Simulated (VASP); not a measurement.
# CuO (Tenorite) (Cc) in VASP: notebook

Runs on CuO (Tenorite). Level: LDA. Tasks: single point.

All numbers are computed with VASP 6.6.1; they aren't measurements. Logs are shortened: lines on timing, memory, paths and dates and some standing lists are left out, and cuts for length are marked.

### Step 1. The cell of the first run

Symmetry: Cc, No. 9, monoclinic system. Conventional cell: a = 4.751 Å, b = 3.472 Å, c = 5.200 Å, α = 90.00°, β = 99.65°, γ = 90.00°. Cu (site symmetry 1) has 4 O at 1.93 to 2.05 Å within 2.6 Å. O (site symmetry 1) has 4 Cu at 1.93 to 2.05 Å within 2.6 Å.

### Step 2. Single point, LDA

Contents of INCAR:

```
SYSTEM = CuO
  ALGO = Normal
  EDIFF = 1E-6
  ENCUT = 520
  ISIF = 2
  ISMEAR = -1
  LASPH = .True.
  LCHARG = .True.
  LELF = .True.
  LREAL = .False.
  LVHAR = .True.
  LWAVE = .False.
  NBANDS = 25
  NELM = 60
  PREC = Accurate
  SIGMA = 0.05
```

Contents of KPOINTS:

```
k-points
0
Gamma
  10 10 5
  0 0 0
```

Contents of POSCAR:

```
CuO
1.0
    2.3755041962     -1.7359473225      0.0000000000
    2.3755041962      1.7359473225      0.0000000000
   -0.8718787375      0.0000000000      5.1260155593
Cu O
2 2
Direct
    0.4968000000      0.0032000000      0.5000000000
    0.0032000000      0.4968000000      0.0000000000
    0.4056000000      0.5714000000      0.7537000000
    0.5714000000      0.4056000000      0.2537000000
```

Potentials or basis: VASP PAW LDA potentials, release 64 (Cu, O).

Started as:

```bash
$ cat potpaw_LDA.64/Cu/POTCAR potpaw_LDA.64/O/POTCAR > POTCAR
$ mpirun -np 1 vasp_std > vasp.out
```

OUTCAR:

```text
SYSTEM = CuO
   EDIFF = 1E-6
   ENCUT = 520
   ISIF = 2
   ISMEAR = -1
   LASPH = .True.
   LREAL = .False.
   NELM = 60
   PREC = Accurate

 ion  position               nearest neighbor table
   1  0.497  0.003  0.500-   4 1.93   3 1.96   4 2.00   3 2.05
   2  0.003  0.497  0.000-   3 1.93   4 1.96   3 2.00   4 2.05
   3  0.406  0.571  0.754-   2 1.93   1 1.96   2 2.00   1 2.05
   4  0.571  0.406  0.254-   1 1.93   2 1.96   1 2.00   2 2.05

  LATTYP: Found a base centered monoclinic cell.
 ALAT       =     4.7510083924
 B/A-ratio  =     0.7307700510
 C/A-ratio  =     1.0944277397
 COS(beta)  =    -0.1676807457

  Lattice vectors:

 A1 = (   2.3755041962,  -1.7359473225,   0.0000000000)
 A2 = (   2.3755041962,   1.7359473225,   0.0000000000)
 A3 = (  -0.8718787375,   0.0000000000,   5.1260155593)

Analysis of symmetry for initial positions (statically):
=====================================================================
 Subroutine PRICEL returns:
 Original cell was already a primitive cell.

 Routine SETGRP: Setting up the symmetry group for a
 base centered monoclinic supercell.

 Subroutine GETGRP returns: Found  2 space group operations
 (whereof  1 operations were pure point group operations)
 out of a pool of  4 trial point group operations.

The static configuration has the point symmetry C_1 .
 The point group associated with its full space group is C_1h.

Analysis of symmetry for dynamics (positions and initial velocities):
=====================================================================
 Subroutine PRICEL returns:
 Original cell was already a primitive cell.

 Routine SETGRP: Setting up the symmetry group for a
 base centered monoclinic supercell.

 Subroutine GETGRP returns: Found  2 space group operations
 (whereof  1 operations were pure point group operations)
 out of a pool of  4 trial point group operations.

The dynamic configuration has the point symmetry C_1 .
 The point group associated with its full space group is C_1h.

 Subroutine INISYM returns: Found  2 space group operations
 (whereof  1 operations are pure point group operations),
 and found     1 'primitive' translations

----------------------------------------------------------------------------------------

                                     Primitive cell

  volume of cell :      42.2768

[... 84 lines left out ...]
   ISTART =      0    job   : 0-new  1-cont  2-samecut
   ICHARG =      2    charge: 1-file 2-atom 10-const
   ISPIN  =      1    spin polarized calculation?
   LNONCOLLINEAR =      F non collinear calculations
   LSORBIT =      F    spin-orbit coupling
   LASPH  =      T    aspherical Exc in radial PAW
   ENCUT  =  520.0 eV  38.22 Ry    6.18 a.u.   5.47  5.47  9.67*2*pi/ulx,y,z
   NELM   =     60;   NELMIN=  2; NELMDL= -5     # of ELM steps
   EDIFF  = 0.1E-05   stopping-criterion for ELM
   LREAL  =      F    real-space projection
   EDIFFG = 0.1E-04   stopping-criterion for IOM
   NSW    =      0    number of steps for IOM
   IBRION =     -1    ionic relax: 0-MD 1-quasi-New 2-CG
   NFREE  =      0    steps in history (QN), initial steepest desc. (CG)
   ISIF   =      2    stress and relaxation
   ISYM   =      2    0-nonsym 1-usesym 2-fastsym
   POTIM  = 0.5000    time-step for ionic-motion
   TEBEG  =    0.0;   TEEND  =   0.0 temperature during run
   PSTRESS=    0.0 pullay stress
   NELECT =      34.0000    total number of electrons
   NUPDOWN=      -1.0000    fix difference up-down
   EMIN   =  10.00;   EMAX   =-10.00  energy-range for DOS
   EFERMI =   0.00;   METHOD = LEGACY
   ISMEAR =    -1;   SIGMA  =   0.05  broadening in eV -4-tet -1-fermi 0-gaus
   EFERMI_NEDOS =   21; number of points for ismear=-14 and -15
   IALGO  =     38    algorithm
   IMIX   =      4    mixing-type and parameters
     AMIX     =   0.40;   BMIX     =  1.00
     AMIX_MAG =   1.60;   BMIX_MAG =  1.00
  volume/ion in A,a.u.               =      10.57        71.32
  Fermi-wavevector in a.u.,A,eV,Ry     =   1.522417  2.876952 31.534964  2.317755
  Thomas-Fermi vector in A             =   2.630999
   LORBIT       =      0    0 simple, 1 ext, 2 COOP (PROOUT), +10 PAW based schemes
   GGA     = CA    functional components
   LHFCALC =     F    Hartree Fock is set to
   AEXX    =    0.0000 exact exchange contribution
   IVDW    =     0    specifies the selected vdW correction
   LEPSILON=     F    determine dielectric tensor
   LRPA    =     F    only Hartree local field effects (RPA)
 non-spin polarized calculation
  energy-cutoff  :      520.00
  volume of cell :       42.28
 maximum number of plane-waves:      1159
 NGX is ok and might be reduce to    24
   NGX = 11   NGY = 11   NGZ = 19

 number of electron      33.9999991 magnetization

 Free energy of the ion-electron system (eV)
  ---------------------------------------------------
  ext. energy  EPLUGINS =         0.00000000
  ---------------------------------------------------
  free energy    TOTEN  =       -22.98769590 eV

  energy without entropy =      -22.96790524  energy(sigma->0) =      -22.97780057

 E-fermi :   4.8016     XC(G=0): -12.1996

 val. band max:        4.7957385223   @ k =  -0.4000   0.2000   0.4000
 cond. band min:       4.8080479799   @ k =   0.5000   0.2000   0.4000
 fundamental gap:      0.0123094576
 Fermi energy:         4.8016357365

 k-point     1 :       0.0000    0.0000    0.0000
  band No.  band energies     occupation
      1     -14.4164      2.00000
      2     -13.1419      2.00000
      3      -2.9650      2.00000
      4      -0.4672      2.00000
      5      -0.1086      2.00000
      6       1.6121      2.00000
[... 661 lines left out ...]
     24      17.7387      0.00000
     25      18.8853      0.00000

 [... further k-points ...]
[... 5 lines left out ...]
  --------------------------------------------------------------------------------------
  -------------------------------------------------------------------------------------
  Total       -4.1328759     -2.6368008     -4.7941406      0.0000000      0.0000000      0.1496887
  in kB     -156.6248556    -99.9276442   -181.6850057      0.0000000      0.0000000      5.6727989
  external PRESSURE =    -146.0791685 kB  Pullay stress =       0.0000000 kB

 VOLUME and BASIS-vectors are now :
 -----------------------------------------------------------------------------
  energy-cutoff  :      520.00
  volume of cell :       42.28
      direct lattice vectors                 reciprocal lattice vectors
     2.375504196 -1.735947322  0.000000000     0.210481632 -0.288027173  0.035800605
     2.375504196  1.735947322  0.000000000     0.210481632  0.288027173  0.035800605
    -0.871878738  0.000000000  5.126015559     0.000000000  0.000000000  0.195083294

 POSITION                                       TOTAL-FORCE (eV/Angst)
 -----------------------------------------------------------------------------------
      0.75181     -0.85686      2.56301        -0.499681     -0.242155      0.181965
      1.18775      0.85686      0.00000        -0.499681      0.242155      0.181965
      1.66373      0.28782      3.86348         0.499681     -0.575913     -0.181965
      2.09967     -0.28782      1.30047         0.499681      0.575913     -0.181965
 -----------------------------------------------------------------------------------
    total drift:                               -0.000420      0.000000     -0.000830

  FREE ENERGIE OF THE ION-ELECTRON SYSTEM (eV)
  ---------------------------------------------------
  free  energy   TOTEN  =       -22.9876958951 eV

  energy  without entropy=      -22.9679052351  energy(sigma->0) =      -22.97780057
```

stdout:

```text
POSCAR found type information on POSCAR CuO
 POSCAR found :  2 types and       4 ions
 scaLAPACK will be used
 LDA part: xc-table for (Slater(with rela. corr.)+CA(PZ))
 , standard interpolation
 POSCAR, INCAR and KPOINTS ok, starting setup
 FFT: planning ... GRIDC
 FFT: planning ... GRID_SOFT
 FFT: planning ... GRID
 WAVECAR not read
 entering main loop
```

It took 90 s on 1 thread of AMD EPYC 9R45 (Zen 5), shared host; peak memory 0.2 GiB.

What came out:

| Item | Value |
| --- | --- |
| Free energy | -22.9877 eV |
| Pressure | -14.6 GPa |
| Largest force | 0.784 eV/Å |
| Band gap on the k mesh | zero (band 17 reaches 5.09 eV, above the bottom of band 18 at 4.48 eV) |

Forces in eV/Å, atoms in the order of the input:
```
Cu  -0.500 -0.242  0.182
Cu  -0.500  0.242  0.182
O    0.500 -0.576 -0.182
O    0.500  0.576 -0.182
```

Stress tensor (GPa, compression positive):
```
-15.66   0.00   0.57
  0.00  -9.99   0.00
  0.57   0.00 -18.17
```

Caveat: semilocal functionals often make such compounds metallic where correlation or magnetic order opens a gap, which also shifts bond lengths.

### Step 3. Single point, LDA

This run uses another cell than the first one, of 10.16 Å³/atom, 0.962 times its volume.

Contents of INCAR:

```
  ALGO = Normal
  EDIFF = 1E-6
  ENCUT = 520
  ISIF = 2
  ISMEAR = -1
  LASPH = True
  LCHARG = True
  LELF = True
  LREAL = False
  LVHAR = True
  LWAVE = False
  NBANDS = 25
  NELM = 80
  PREC = Accurate
  SIGMA = 0.05
```

Contents of KPOINTS:

```
k-points
0
Gamma
  10 10 5
```

Contents of POSCAR:

```
CuO
1.0
    2.3446500000     -1.7134000000      0.0000000000
    2.3446500000      1.7134000000      0.0000000000
   -0.8605543552      0.0000000000      5.0594363927
Cu O
2 2
Direct
    0.4968000000      0.0032000000      0.5000000000
    0.0032000000      0.4968000000      0.0000000000
    0.4056000000      0.5714000000      0.7537000000
    0.5714000000      0.4056000000      0.2537000000
```

Potentials or basis: VASP PAW LDA potentials, release 64 (Cu, O).

Started as:

```bash
$ cat potpaw_LDA.64/Cu/POTCAR potpaw_LDA.64/O/POTCAR > POTCAR
$ mpirun -np 1 vasp_std > vasp.out
```

Wall time 2.8 min (1 thread of Intel Xeon Platinum 8488C (Sapphire Rapids), shared host); peak memory 0.23 GiB.

The run converged. Its results:

```
Free energy            : -23.1052 eV
Pressure               : -8.8 GPa
Largest force          : 0.784 eV/Å
Band gap on the k mesh : zero (band 17 reaches 5.62 eV, above the bottom of band 18 at 5.01 eV)
```

Forces on the atoms (eV/Å):
```
Cu  -0.586 -0.306  0.221
Cu  -0.586  0.306  0.221
O    0.586 -0.470 -0.221
O    0.586  0.470 -0.221
```

Stress tensor (GPa, compression positive):
```
 -9.57   0.00  -0.34
  0.00  -5.50   0.00
 -0.34   0.00 -11.28
```

Levels at points of the mesh, in eV from the Fermi level:
```csv
k point,band 15,band 16,band 17,band 18,band 19,band 20
"(0.00, 0.00, 0.00)",-2.13,-1.62,0.24,0.92,1.74,5.99
"(0.50, 0.00, 0.00)",-1.46,-1.38,-0.04,0.29,4.80,6.26
"(0.50, 0.50, 0.00)",-1.69,-1.20,-0.63,1.07,3.30,6.93
```

Caveat: semilocal functionals often make such compounds metallic where correlation or magnetic order opens a gap, which also shifts bond lengths.

(Part 1 of 2 ends here.)
